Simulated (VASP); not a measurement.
# Rb3Na (Fm-3m) in VASP: single point with LDA

Aim: the single point of Rb3Na with LDA.

Program: VASP 6.6.1. These are calculated values, not measurements. Logs are shortened: lines on timing, memory, paths and dates and some standing lists are left out, and cuts for length are marked.

### Step 1. The cell of the first run

The structure is cubic, space group Fm-3m (No. 225). Conventional cell: a = 10.672 Å, b = 10.672 Å, c = 10.672 Å, α = 90.00°, β = 90.00°, γ = 90.00°.

### Step 2. Single point, LDA

INCAR

```
ALGO = Normal
EDIFF = 1E-6
ENCUT = 520
ISIF = 2
ISMEAR = 1
LASPH = True
LCHARG = False
LREAL = False
LWAVE = False
NBANDS = 25
NELM = 60
PREC = Accurate
SIGMA = 0.1
```

KPOINTS

```
k-points
0
Gamma
  3 3 3
```

POSCAR

```
Rb3Na
1.0
    0.0000000000      5.3358184700      5.3358184700
    5.3358184700      0.0000000000      5.3358184700
    5.3358184700      5.3358184700      0.0000000000
Rb Na
3 1
Direct
    0.2500000005      0.2500000005      0.2500000005
    0.7500000005      0.7500000005      0.7500000005
    0.5000000000      0.5000000000      0.5000000000
    0.0000000000      0.0000000000      0.0000000000
```

Potentials or basis: VASP PAW LDA potentials, release 64 (Rb_sv, Na_pv).

On the command line:

```console
> cat potpaw_LDA.64/Rb_sv/POTCAR potpaw_LDA.64/Na_pv/POTCAR > POTCAR
> mpirun -np 1 vasp_std > vasp.out
```

OUTCAR:

```text
EDIFF = 1E-6
   ENCUT = 520
   ISIF = 2
   ISMEAR = 1
   LASPH = True
   LREAL = False
   NELM = 60
   PREC = Accurate

 ion  position               nearest neighbor table
   1  0.250  0.250  0.250-   3 4.62   3 4.62   3 4.62   3 4.62   2 5.34   2 5.34   2 5.34   2 5.34
                             2 5.34   2 5.34
   2  0.750  0.750  0.750-   3 4.62   3 4.62   3 4.62   3 4.62   1 5.34   1 5.34   1 5.34   1 5.34
                             1 5.34   1 5.34
   3  0.500  0.500  0.500-   1 4.62   2 4.62   2 4.62   2 4.62   1 4.62   1 4.62   1 4.62   2 4.62

   4  0.000  0.000  0.000-

  LATTYP: Found a face centered cubic cell.
 ALAT       =    10.6716369400

  Lattice vectors:

 A1 = (   0.0000000000,   5.3358184700,   5.3358184700)
 A2 = (   5.3358184700,   0.0000000000,   5.3358184700)
 A3 = (   5.3358184700,   5.3358184700,   0.0000000000)

Analysis of symmetry for initial positions (statically):
=====================================================================
 Subroutine PRICEL returns:
 Original cell was already a primitive cell.

 Routine SETGRP: Setting up the symmetry group for a
 face centered cubic supercell.

 Subroutine GETGRP returns: Found 48 space group operations
 (whereof 48 operations were pure point group operations)
 out of a pool of 48 trial point group operations.

The static configuration has the point symmetry O_h .

Analysis of symmetry for dynamics (positions and initial velocities):
=====================================================================
 Subroutine PRICEL returns:
 Original cell was already a primitive cell.

 Routine SETGRP: Setting up the symmetry group for a
 face centered cubic supercell.

 Subroutine GETGRP returns: Found 48 space group operations
 (whereof 48 operations were pure point group operations)
 out of a pool of 48 trial point group operations.

The dynamic configuration has the point symmetry O_h .

 Subroutine INISYM returns: Found 48 space group operations
 (whereof 48 operations are pure point group operations),
 and found     1 'primitive' translations

----------------------------------------------------------------------------------------

                                     Primitive cell

  volume of cell :     303.8317
[... 61 lines left out ...]
   NGXF,Y,Z  is equivalent  to a cutoff of  24.67, 24.67, 24.67 a.u.
 SYSTEM =  unknown system
   PREC   = accura    normal or accurate (medium, high low for compatibility)
   ISTART =      0    job   : 0-new  1-cont  2-samecut
   ICHARG =      2    charge: 1-file 2-atom 10-const
   ISPIN  =      1    spin polarized calculation?
   LNONCOLLINEAR =      F non collinear calculations
   LSORBIT =      F    spin-orbit coupling
   LASPH  =      T    aspherical Exc in radial PAW
   ENCUT  =  520.0 eV  38.22 Ry    6.18 a.u.  14.03 14.03 14.03*2*pi/ulx,y,z
   NELM   =     60;   NELMIN=  2; NELMDL= -5     # of ELM steps
   EDIFF  = 0.1E-05   stopping-criterion for ELM
   LREAL  =      F    real-space projection
[... 7 lines left out ...]
   TEBEG  =    0.0;   TEEND  =   0.0 temperature during run
   PSTRESS=    0.0 pullay stress
   NELECT =      34.0000    total number of electrons
   NUPDOWN=      -1.0000    fix difference up-down
   EMIN   =  10.00;   EMAX   =-10.00  energy-range for DOS
   EFERMI =   0.00;   METHOD = LEGACY
   ISMEAR =     1;   SIGMA  =   0.10  broadening in eV -4-tet -1-fermi 0-gaus
   EFERMI_NEDOS =   21; number of points for ismear=-14 and -15
   IALGO  =     38    algorithm
   IMIX   =      4    mixing-type and parameters
     AMIX     =   0.40;   BMIX     =  1.00
     AMIX_MAG =   1.60;   BMIX_MAG =  1.00
  volume/ion in A,a.u.               =      75.96       512.59
  Fermi-wavevector in a.u.,A,eV,Ry     =   0.788903  1.490810  8.467823  0.622367
  Thomas-Fermi vector in A             =   1.893937
   LORBIT       =      0    0 simple, 1 ext, 2 COOP (PROOUT), +10 PAW based schemes
   GGA     = CA    functional components
   LHFCALC =     F    Hartree Fock is set to
   AEXX    =    0.0000 exact exchange contribution
   IVDW    =     0    specifies the selected vdW correction
   LEPSILON=     F    determine dielectric tensor
   LRPA    =     F    only Hartree local field effects (RPA)
 non-spin polarized calculation
 Methfessel and Paxton  Order N= 1 SIGMA  =   0.10
  energy-cutoff  :      520.00
  volume of cell :      303.83
 maximum number of plane-waves:      8216
   NGX = 29   NGY = 29   NGZ = 29

 number of electron      33.9999996 magnetization

 Free energy of the ion-electron system (eV)
  ---------------------------------------------------
  ext. energy  EPLUGINS =         0.00000000
  ---------------------------------------------------
  free energy    TOTEN  =        -4.45739575 eV

  energy without entropy =       -4.44786160  energy(sigma->0) =       -4.45421770

 E-fermi :  -0.4094     XC(G=0):  -5.8835

 val. band max:       -0.4109516034   @ k =   0.3333   0.0000   0.0000
 cond. band min:      -0.1065829958   @ k =   0.3333   0.3333   0.0000
 fundamental gap:      0.3043686076
 Fermi energy:        -0.4093762303

 k-point     1 :       0.0000    0.0000    0.0000
  band No.  band energies     occupation
      1     -28.9749      2.00000
      2     -28.8351      2.00000
      3     -28.8336      2.00000
      4     -25.5012      2.00000
      5     -25.5012      2.00000
      6     -25.5012      2.00000
[... 101 lines left out ...]
     24       2.5119      0.00000
     25       2.5311      0.00000

------------------------ aborting loop because EDIFF is reached ----------------------------------------

  FORCE on cell =-STRESS in cart. coord.  units (eV):
  Direction    XX          YY          ZZ          XY          YZ          ZX
  --------------------------------------------------------------------------------------
  -------------------------------------------------------------------------------------
  Total       -0.9425885     -0.9425885     -0.9425885      0.0000000      0.0000000     -0.0000000
  in kB       -4.9704941     -4.9704941     -4.9704941      0.0000000      0.0000000     -0.0000000
  external PRESSURE =      -4.9704941 kB  Pullay stress =       0.0000000 kB

 VOLUME and BASIS-vectors are now :
 -----------------------------------------------------------------------------
  energy-cutoff  :      520.00
  volume of cell :      303.83
      direct lattice vectors                 reciprocal lattice vectors
     0.000000000  5.335818470  5.335818470    -0.093706336  0.093706336  0.093706336
     5.335818470  0.000000000  5.335818470     0.093706336 -0.093706336  0.093706336
     5.335818470  5.335818470  0.000000000     0.093706336  0.093706336 -0.093706336

 POSITION                                       TOTAL-FORCE (eV/Angst)
 -----------------------------------------------------------------------------------
      2.66791      2.66791      2.66791         0.000000      0.000000      0.000000
      8.00373      8.00373      8.00373        -0.000000     -0.000000     -0.000000
      5.33582      5.33582      5.33582        -0.000000     -0.000000      0.000000
      0.00000      0.00000      0.00000        -0.000000     -0.000000      0.000000
 -----------------------------------------------------------------------------------
    total drift:                               -0.000007     -0.000007     -0.000007

  FREE ENERGIE OF THE ION-ELECTRON SYSTEM (eV)
  ---------------------------------------------------
  free  energy   TOTEN  =        -4.4573957459 eV

  energy  without entropy=       -4.4478615966  energy(sigma->0) =       -4.45421770
```

OSZICAR:

```text
N       E                     dE             d eps       ncg     rms          rms(c)
DAV:   1     0.240994810060E+03    0.24099E+03   -0.14130E+04   224   0.108E+03
DAV:   2     0.249892366733E+02   -0.21601E+03   -0.20904E+03   241   0.243E+02
DAV:   3    -0.326922031336E+01   -0.28258E+02   -0.27690E+02   319   0.789E+01
DAV:   4    -0.442610918594E+01   -0.11569E+01   -0.11475E+01   287   0.170E+01
DAV:   5    -0.447280696600E+01   -0.46698E-01   -0.46686E-01   286   0.243E+00    0.245E+00
DAV:   6    -0.446264279283E+01    0.10164E-01   -0.22809E-02   280   0.715E-01    0.148E+00
DAV:   7    -0.445699637457E+01    0.56464E-02   -0.25890E-02   254   0.589E-01    0.136E-01
DAV:   8    -0.445737537830E+01   -0.37900E-03   -0.42406E-03   279   0.210E-01    0.550E-02
DAV:   9    -0.445739253717E+01   -0.17159E-04   -0.14201E-04   271   0.466E-02    0.208E-02
DAV:  10    -0.445739546663E+01   -0.29295E-05   -0.15735E-05   270   0.207E-02    0.594E-03
DAV:  11    -0.445739574594E+01   -0.27931E-06   -0.96156E-07   227   0.469E-03
   1 F= -.44573957E+01 E0= -.44542177E+01  d E =-.953415E-02
```

Run time: 14 s. Hardware: 1 thread of Intel Xeon 6975P-C (Granite Rapids), shared host; peak memory 0.31 GiB.

Results:

```yaml
Free_energy: -4.4574 eV
Pressure: -0.5 GPa
Band_gap_on_the_k_mesh: zero (band 17 reaches 1.05 eV, above the bottom of band 18 at -0.46 eV)
```
